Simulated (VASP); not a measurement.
# RbBr (Fm-3m) in VASP: a series of runs

Runs on RbBr. Level: PBE. Tasks: single point.

Program: VASP 6.6.1. These are calculated values, not measurements. Logs are shortened: lines on timing, memory, paths and dates and some standing lists are left out, and cuts for length are marked.

### 1 The cell of the first run

Symmetry: Fm-3m, No. 225, cubic system. Conventional cell: a = 7.063 Å, b = 7.063 Å, c = 7.063 Å, α = 90.00°, β = 90.00°, γ = 90.00°. Rb (site symmetry m-3m) has 6 Br at 3.53 Å within 4.6 Å. Within 4.6 Å of Br (site symmetry m-3m) lie 6 Rb at 3.53 Å.

### 2 Single point, PBE (volume scaled by 1.020)

The input, INCAR:

```
SYSTEM = RbBr
ALGO = Normal ; EDIFF = 1E-6
ENCUT = 520 ; GGA = PE
ISIF = 2 ; ISMEAR = 0
LASPH = .True. ; LCHARG = .True.
LELF = .True. ; LREAL = .False.
LVHAR = .True. ; LWAVE = .False.
NBANDS = 15 ; NELM = 60
PREC = Accurate ; SIGMA = 0.05
```

The input, KPOINTS:

```
k-points
0
Gamma
  8 8 8
  0 0 0
```

The input, POSCAR:

```
RbBr
1.0
    0.0000000000      3.5315776543      3.5315776543
    3.5315776543      0.0000000000      3.5315776543
    3.5315776543      3.5315776543      0.0000000000
Rb Br
1 1
Direct
    0.5000000000      0.5000000000      0.5000000000
    0.0000000000      0.0000000000      0.0000000000
```

Potentials or basis: VASP PAW PBE potentials, release 64 (Rb_sv, Br).

Command:

```console
> cat potpaw_PBE.64/Rb_sv/POTCAR potpaw_PBE.64/Br/POTCAR > POTCAR
> mpirun -np 1 vasp_std > vasp.out
```

OUTCAR:

```text
SYSTEM = RbBr
   EDIFF = 1E-6
   ENCUT = 520
   GGA = PE
   ISIF = 2
   ISMEAR = 0
   LASPH = .True.
   LREAL = .False.
   NELM = 60
   PREC = Accurate

 ion  position               nearest neighbor table
   1  0.500  0.500  0.500-   2 3.53   2 3.53   2 3.53   2 3.53   2 3.53   2 3.53
   2  0.000  0.000  0.000-   1 3.53   1 3.53   1 3.53   1 3.53   1 3.53   1 3.53

  LATTYP: Found a face centered cubic cell.
 ALAT       =     7.0631553086

  Lattice vectors:

 A1 = (   0.0000000000,   3.5315776543,   3.5315776543)
 A2 = (   3.5315776543,   0.0000000000,   3.5315776543)
 A3 = (   3.5315776543,   3.5315776543,   0.0000000000)

Analysis of symmetry for initial positions (statically):
=====================================================================
 Subroutine PRICEL returns:
 Original cell was already a primitive cell.

 Routine SETGRP: Setting up the symmetry group for a
 face centered cubic supercell.

 Subroutine GETGRP returns: Found 48 space group operations
 (whereof 48 operations were pure point group operations)
 out of a pool of 48 trial point group operations.

The static configuration has the point symmetry O_h .

Analysis of symmetry for dynamics (positions and initial velocities):
=====================================================================
 Subroutine PRICEL returns:
 Original cell was already a primitive cell.

 Routine SETGRP: Setting up the symmetry group for a
 face centered cubic supercell.

 Subroutine GETGRP returns: Found 48 space group operations
 (whereof 48 operations were pure point group operations)
 out of a pool of 48 trial point group operations.

The dynamic configuration has the point symmetry O_h .

 Subroutine INISYM returns: Found 48 space group operations
 (whereof 48 operations are pure point group operations),
 and found     1 'primitive' translations

----------------------------------------------------------------------------------------

                                     Primitive cell

  volume of cell :      88.0920

  direct lattice vectors                    reciprocal lattice vectors
     0.000000000  3.531577654  3.531577654    -0.141579784  0.141579784  0.141579784
     3.531577654  0.000000000  3.531577654     0.141579784 -0.141579784  0.141579784
     3.531577654  3.531577654  0.000000000     0.141579784  0.141579784 -0.141579784

  length of vectors
     4.994405015  4.994405015  4.994405015     0.245223378  0.245223378  0.245223378

  position of ions in fractional coordinates (direct lattice)
     0.500000000  0.500000000  0.500000000
     0.000000000  0.000000000  0.000000000

  ion indices of the primitive-cell ions
   primitive index   ion index
                 1           1
                 2           2

----------------------------------------------------------------------------------------

 KPOINTS: k-points

Automatic generation of k-mesh.
 Grid dimensions read from file:
 generate k-points for:    8    8    8

 Generating k-lattice:

  Cartesian coordinates                     Fractional coordinates (reciprocal lattice)
    -0.017697473  0.017697473  0.017697473     0.125000000  0.000000000  0.000000000
     0.017697473 -0.017697473  0.017697473     0.000000000  0.125000000  0.000000000
     0.017697473  0.017697473 -0.017697473     0.000000000  0.000000000  0.125000000

  Length of vectors
     0.030652922  0.030652922  0.030652922

  Shift w.r.t. Gamma in fractional coordinates (k-lattice)
     0.000000000  0.000000000  0.000000000

 Subroutine IBZKPT returns following result:
 ===========================================

 Found     29 irreducible k-points:

 Following reciprocal coordinates:
            Coordinates               Weight
  0.000000  0.000000  0.000000      1.000000
  0.125000  0.000000  0.000000      8.000000
  0.250000  0.000000  0.000000      8.000000
  0.375000  0.000000  0.000000      8.000000
  0.500000  0.000000  0.000000      4.000000
  0.125000  0.125000  0.000000      6.000000
[... 16 lines left out ...]
  0.500000  0.250000  0.125000     48.000000
 -0.375000  0.250000  0.125000     24.000000
 [... further k-points ...]
   k-points           NKPTS =     29   k-points in BZ     NKDIM =     29   number of bands    NBANDS=     15
   number of dos      NEDOS =    301   number of ions     NIONS =      2
   total plane-waves  NPLWV =  64000
   dimension x,y,z NGX =    40 NGY =   40 NGZ =   40
   dimension x,y,z NGXF=    80 NGYF=   80 NGZF=   80
   ions per type =               1   1
   NGX,Y,Z   is equivalent  to a cutoff of  13.31, 13.31, 13.31 a.u.
   NGXF,Y,Z  is equivalent  to a cutoff of  26.63, 26.63, 26.63 a.u.
 SYSTEM =  RbBr
   PREC   = accura    normal or accurate (medium, high low for compatibility)
   ISTART =      0    job   : 0-new  1-cont  2-samecut
   ICHARG =      2    charge: 1-file 2-atom 10-const
   ISPIN  =      1    spin polarized calculation?
   LNONCOLLINEAR =      F non collinear calculations
   LSORBIT =      F    spin-orbit coupling
   LASPH  =      T    aspherical Exc in radial PAW
   ENCUT  =  520.0 eV  38.22 Ry    6.18 a.u.   9.29  9.29  9.29*2*pi/ulx,y,z
   NELM   =     60;   NELMIN=  2; NELMDL= -5     # of ELM steps
   EDIFF  = 0.1E-05   stopping-criterion for ELM
   LREAL  =      F    real-space projection
   EDIFFG = 0.1E-04   stopping-criterion for IOM
   NSW    =      0    number of steps for IOM
   IBRION =     -1    ionic relax: 0-MD 1-quasi-New 2-CG
   NFREE  =      0    steps in history (QN), initial steepest desc. (CG)
   ISIF   =      2    stress and relaxation
   ISYM   =      2    0-nonsym 1-usesym 2-fastsym
   POTIM  = 0.5000    time-step for ionic-motion
   TEBEG  =    0.0;   TEEND  =   0.0 temperature during run
   PSTRESS=    0.0 pullay stress
   NELECT =      16.0000    total number of electrons
   NUPDOWN=      -1.0000    fix difference up-down
   EMIN   =  10.00;   EMAX   =-10.00  energy-range for DOS
   EFERMI =   0.00;   METHOD = LEGACY
   ISMEAR =     0;   SIGMA  =   0.05  broadening in eV -4-tet -1-fermi 0-gaus
   EFERMI_NEDOS =   21; number of points for ismear=-14 and -15
   IALGO  =     38    algorithm
   IMIX   =      4    mixing-type and parameters
     AMIX     =   0.40;   BMIX     =  1.00
     AMIX_MAG =   1.60;   BMIX_MAG =  1.00
  volume/ion in A,a.u.               =      44.05       297.24
  Fermi-wavevector in a.u.,A,eV,Ry     =   0.927120  1.752003 11.694914  0.859552
  Thomas-Fermi vector in A             =   2.053156
   LORBIT       =      0    0 simple, 1 ext, 2 COOP (PROOUT), +10 PAW based schemes
   GGA     = PE    functional components
   LHFCALC =     F    Hartree Fock is set to
   AEXX    =    0.0000 exact exchange contribution
   IVDW    =     0    specifies the selected vdW correction
   LEPSILON=     F    determine dielectric tensor
   LRPA    =     F    only Hartree local field effects (RPA)
 non-spin polarized calculation
 Gauss-broadening in eV      SIGMA  =   0.05
  energy-cutoff  :      520.00
  volume of cell :       88.09
 maximum number of plane-waves:      2421
 NGX is ok and might be reduce to    40
   NGX = 19   NGY = 19   NGZ = 19

 number of electron      16.0000000 magnetization

 Free energy of the ion-electron system (eV)
  ---------------------------------------------------
  ext. energy  EPLUGINS =         0.00000000
  ---------------------------------------------------
  free energy    TOTEN  =        -6.11462755 eV

  energy without entropy =       -6.11462755  energy(sigma->0) =       -6.11462755

 E-fermi :  -1.7496     XC(G=0):  -6.8837

 val. band max:       -2.0701787707   @ k =   0.0000   0.0000   0.0000
 cond. band min:       2.0731932041   @ k =   0.0000   0.0000   0.0000
 fundamental gap:      4.1433719748
 Fermi energy:        -1.7495809288

 k-point     1 :       0.0000    0.0000    0.0000
  band No.  band energies     occupation
      1     -26.6837      2.00000
      2     -14.1687      2.00000
      3     -10.7530      2.00000
      4     -10.7530      2.00000
      5     -10.7530      2.00000
      6      -2.0702      2.00000
      7      -2.0702      2.00000
      8      -2.0702      2.00000
      9       2.0732      0.00000
     10       5.1705      0.00000
     11       5.1705      0.00000
     12       5.1705      0.00000
     13       5.9986      0.00000
     14       5.9986      0.00000
     15       8.6992      0.00000

 k-point     2 :       0.1250    0.0000    0.0000
  band No.  band energies     occupation
      1     -26.6829      2.00000
      2     -14.1724      2.00000
      3     -10.7540      2.00000
      4     -10.7540      2.00000
      5     -10.7491      2.00000
      6      -2.2267      2.00000
      7      -2.1142      2.00000
      8      -2.1142      2.00000
      9       2.4145      0.00000
     10       5.0700      0.00000
     11       5.3406      0.00000
     12       5.3406      0.00000
     13       6.1987      0.00000
     14       6.1987      0.00000
     15       9.2424      0.00000

 k-point     3 :       0.2500    0.0000    0.0000
  band No.  band energies     occupation
      1     -26.6808      2.00000
      2     -14.1813      2.00000
      3     -10.7564      2.00000
      4     -10.7564      2.00000
      5     -10.7397      2.00000
      6      -2.5471      2.00000
      7      -2.2166      2.00000
      8      -2.2166      2.00000
      9       3.2425      0.00000
     10       4.9915      0.00000
     11       5.8296      0.00000
     12       5.8296      0.00000
     13       6.7489      0.00000
     14       6.7489      0.00000
     15       9.7960      0.00000

 k-point     4 :       0.3750    0.0000    0.0000
  band No.  band energies     occupation
      1     -26.6788      2.00000
      2     -14.1901      2.00000
      3     -10.7588      2.00000
      4     -10.7588      2.00000
      5     -10.7304      2.00000
      6      -2.8149      2.00000
      7      -2.3138      2.00000
      8      -2.3138      2.00000
      9       4.1272      0.00000
     10       5.1420      0.00000
     11       6.5639      0.00000
     12       6.5639      0.00000
     13       7.4609      0.00000
     14       7.4609      0.00000
     15       8.6539      0.00000
[... 307 lines left out ...]
 k-point    22 :       0.3750    0.2500    0.1250
  band No.  band energies     occupation
      1     -26.6794      2.00000
      2     -14.1731      2.00000
      3     -10.7872      2.00000
      4     -10.7634      2.00000
      5     -10.7469      2.00000
      6      -2.6379      2.00000
      7      -2.2634      2.00000
      8      -2.2053      2.00000
      9       3.6986      0.00000
     10       4.4967      0.00000
     11       6.3449      0.00000
     12       6.6336      0.00000
     13       6.7010      0.00000
     14       7.2967      0.00000
     15       8.8960      0.00000

 k-point    23 :       0.5000    0.2500    0.1250
  band No.  band energies     occupation
      1     -26.6778      2.00000
      2     -14.1707      2.00000
      3     -10.8005      2.00000
      4     -10.7786      2.00000
      5     -10.7457      2.00000
      6      -2.7111      2.00000
      7      -2.3446      2.00000
      8      -2.2934      2.00000
      9       4.4231      0.00000
     10       4.7476      0.00000
     11       6.5754      0.00000
     12       6.8277      0.00000
     13       7.1736      0.00000
     14       7.6706      0.00000
     15       8.4511      0.00000

 k-point    24 :      -0.3750    0.2500    0.1250
  band No.  band energies     occupation
      1     -26.6771      2.00000
      2     -14.1697      2.00000
      3     -10.8009      2.00000
      4     -10.7919      2.00000
      5     -10.7434      2.00000
      6      -2.7302      2.00000
      7      -2.3739      2.00000
      8      -2.3435      2.00000
      9       4.7167      0.00000
     10       5.1372      0.00000
     11       6.4104      0.00000
     12       6.6028      0.00000
     13       7.5173      0.00000
     14       8.3029      0.00000
     15       8.4938      0.00000

 [... further k-points ...]

------------------------ aborting loop because EDIFF is reached ----------------------------------------

  FORCE on cell =-STRESS in cart. coord.  units (eV):
  Direction    XX          YY          ZZ          XY          YZ          ZX
  --------------------------------------------------------------------------------------
  -------------------------------------------------------------------------------------
  Total       -0.1119546     -0.1119546     -0.1119546      0.0000000     -0.0000000      0.0000000
  in kB       -2.0361810     -2.0361810     -2.0361810      0.0000000     -0.0000000      0.0000000
  external PRESSURE =      -2.0361810 kB  Pullay stress =       0.0000000 kB

 VOLUME and BASIS-vectors are now :
 -----------------------------------------------------------------------------
  energy-cutoff  :      520.00
  volume of cell :       88.09
      direct lattice vectors                 reciprocal lattice vectors
     0.000000000  3.531577654  3.531577654    -0.141579784  0.141579784  0.141579784
     3.531577654  0.000000000  3.531577654     0.141579784 -0.141579784  0.141579784
     3.531577654  3.531577654  0.000000000     0.141579784  0.141579784 -0.141579784

 POSITION                                       TOTAL-FORCE (eV/Angst)
 -----------------------------------------------------------------------------------
      3.53158      3.53158      3.53158        -0.000000     -0.000000     -0.000000
      0.00000      0.00000      0.00000         0.000000      0.000000      0.000000
 -----------------------------------------------------------------------------------
    total drift:                                0.000000     -0.000000      0.000000

  FREE ENERGIE OF THE ION-ELECTRON SYSTEM (eV)
  ---------------------------------------------------
  free  energy   TOTEN  =        -6.1146275524 eV

  energy  without entropy=       -6.1146275524  energy(sigma->0) =       -6.11462755
```

Run time: 48 s. Hardware: 1 thread of AMD EPYC 7R43 (Zen 3), shared host; peak memory 0.21 GiB.

Results:

| Property | Result |
| --- | --- |
| Free energy | -6.1146 eV |
| Pressure | -0.2 GPa |
| Band gap on the k mesh | 4.14 eV, direct |

### 3 Single point, PBE (volume scaled by 1.040)

The input, INCAR:

```
PREC = Accurate
ENCUT = 520
EDIFF = 1E-7
ISMEAR = 0
SIGMA = 0.05
LREAL = F
LASPH = T
NELM = 100
ALGO = Normal
ISIF = 2
LWAVE = F
LCHARG = F
GGA = PE
NBANDS = 15
```

The input, KPOINTS:

```
regular mesh
0
Gamma
  8 8 8
```

The input, POSCAR:

```
RbBr
1.0
    0.0000000000      3.5545106193      3.5545106193
    3.5545106193      0.0000000000      3.5545106193
    3.5545106193      3.5545106193      0.0000000000
Rb Br
1 1
Direct
    0.5000000000      0.5000000000      0.5000000000
    0.0000000000      0.0000000000      0.0000000000
```

Potentials or basis: VASP PAW PBE potentials, release 64 (Rb_sv, Br).

Command:

```console
> cat potpaw_PBE.64/Rb_sv/POTCAR potpaw_PBE.64/Br/POTCAR > POTCAR
> mpirun -np 1 vasp_std > vasp.out
```

Wall time 50 s (1 thread of AMD EPYC 7R43 (Zen 3), shared host); peak memory 0.2 GiB.

It converged, with:

| Quantity | Value |
| --- | --- |
| Free energy | -6.1114 eV |
| Pressure | -0.4 GPa |
| Band gap on the k mesh | 4.10 eV, direct |

Levels at points of the mesh, in eV from the valence-band top:
| k point | band 4 | band 5 | band 6 | band 7 | band 8 | band 9 | band 10 | band 11 | band 12 | band 13 |
| --- | --- | --- | --- | --- | --- | --- | --- | --- | --- | --- |
| (0.00, 0.00, 0.00) | -8.73 | -8.73 | 0.00 | 0.00 | 0.00 | 4.10 | 7.23 | 7.23 | 7.23 | 8.04 |
| (0.50, 0.00, 0.00) | -8.73 | -8.70 | -0.82 | -0.27 | -0.27 | 6.53 | 7.32 | 9.15 | 9.15 | 9.80 |
| (0.50, 0.50, 0.00) | -8.77 | -8.77 | -0.44 | -0.15 | -0.15 | 5.70 | 6.72 | 8.65 | 8.98 | 9.00 |

### 4 Single point, PBE (volume scaled by 1.070)

The input, INCAR:

```
PREC = Accurate
ENCUT = 520
EDIFF = 1E-6
ISMEAR = 0
SIGMA = 0.05
LREAL = F
LASPH = T
NELM = 80
ALGO = Normal
ISIF = 2
LWAVE = F
LCHARG = F
GGA = PE
NBANDS = 15
```

KPOINTS is that of step 3.

The input, POSCAR:

```
RbBr
1.0
    0.0000000000      3.5883651389      3.5883651389
    3.5883651389      0.0000000000      3.5883651389
    3.5883651389      3.5883651389      0.0000000000
Rb Br
1 1
Direct
    0.5000000000      0.5000000000      0.5000000000
    0.0000000000      0.0000000000      0.0000000000
```

Command:

```console
> cat potpaw_PBE.64/Rb_sv/POTCAR potpaw_PBE.64/Br/POTCAR > POTCAR
> mpirun -np 1 vasp_std > vasp.out
```

It took 48 s on 1 thread of AMD EPYC 7R43 (Zen 3), shared host; peak memory 0.21 GiB.

It converged, with:

- Free energy: -6.1028 eV
- Pressure: -0.7 GPa
- Band gap on the k mesh: 4.04 eV, direct

Levels at points of the mesh, in eV from the valence-band top:
| k point | band 4 | band 5 | band 6 | band 7 | band 8 | band 9 | band 10 | band 11 | band 12 | band 13 |
| --- | --- | --- | --- | --- | --- | --- | --- | --- | --- | --- |
| (0.00, 0.00, 0.00) | -8.79 | -8.79 | 0.00 | 0.00 | 0.00 | 4.04 | 7.21 | 7.21 | 7.21 | 8.01 |
| (0.50, 0.00, 0.00) | -8.80 | -8.77 | -0.78 | -0.25 | -0.25 | 6.45 | 7.22 | 9.06 | 9.06 | 9.71 |
| (0.50, 0.50, 0.00) | -8.83 | -8.83 | -0.43 | -0.15 | -0.15 | 5.71 | 6.62 | 8.51 | 8.89 | 8.92 |

### 5 Single point, PBE (volume scaled by 1.100)

The input, INCAR:

```
SYSTEM = RbBr
  ALGO = Normal
  EDIFF = 1E-6
  ENCUT = 520
  GGA = PE
  ISIF = 2
  ISMEAR = 0
  LASPH = .TRUE.
  LCHARG = .FALSE.
  LREAL = .FALSE.
  LWAVE = .FALSE.
  NBANDS = 15
  NELM = 80
  PREC = Accurate
  SIGMA = 0.05
```

The input, KPOINTS:

```
k-points
0
G
  8 8 8
  0 0 0
```

The input, POSCAR:

```
RbBr
1.0
    0.0000000000      3.6215926326      3.6215926326
    3.6215926326      0.0000000000      3.6215926326
    3.6215926326      3.6215926326      0.0000000000
Rb Br
1 1
Direct
    0.5000000000      0.5000000000      0.5000000000
    0.0000000000      0.0000000000      0.0000000000
```

Command:

```console
> cat potpaw_PBE.64/Rb_sv/POTCAR potpaw_PBE.64/Br/POTCAR > POTCAR
> mpirun -np 1 vasp_std > vasp.out
```

Wall time 46 s (1 thread of AMD EPYC 7R43 (Zen 3), shared host); peak memory 0.22 GiB.

Results (log left out):

```yaml
Free_energy: -6.0904 eV
Pressure: -0.9 GPa
Band_gap_on_the_k_mesh: 3.98 eV, direct
```

Levels at points of the mesh, in eV from the valence-band top:
```
           k point  band 5  band 6  band 7  band 8  band 9  band 10  band 11  band 12
(0.00, 0.00, 0.00)   -8.86    0.00    0.00    0.00    3.98     7.19     7.19     7.19
(0.50, 0.00, 0.00)   -8.84   -0.74   -0.23   -0.23    6.38     7.11     8.97     8.97
(0.50, 0.50, 0.00)   -8.90   -0.42   -0.14   -0.14    5.72     6.52     8.37     8.78
```

### 6 The runs side by side

| cell | gap on the mesh (eV) | pressure (GPa) |
| --- | --- | --- |
| a = 4.994 Å, angles 60.0°, 2 atoms | 4.14 | -0.2 |
| a = 5.027 Å, angles 60.0°, 2 atoms | 4.10 | -0.4 |
| a = 5.075 Å, angles 60.0°, 2 atoms | 4.04 | -0.7 |
| a = 5.122 Å, angles 60.0°, 2 atoms | 3.98 | -0.9 |

Alike in all rows: task single point; level PBE; potentials or basis VASP PAW PBE potentials, release 64 (Rb_sv, Br); no spin polarisation; k mesh 8 × 8 × 8; cutoff (eV) 520; smearing gaussian 0.05 eV.

Total energies depend on the potentials used, so only differences within one code and one set of settings carry meaning.
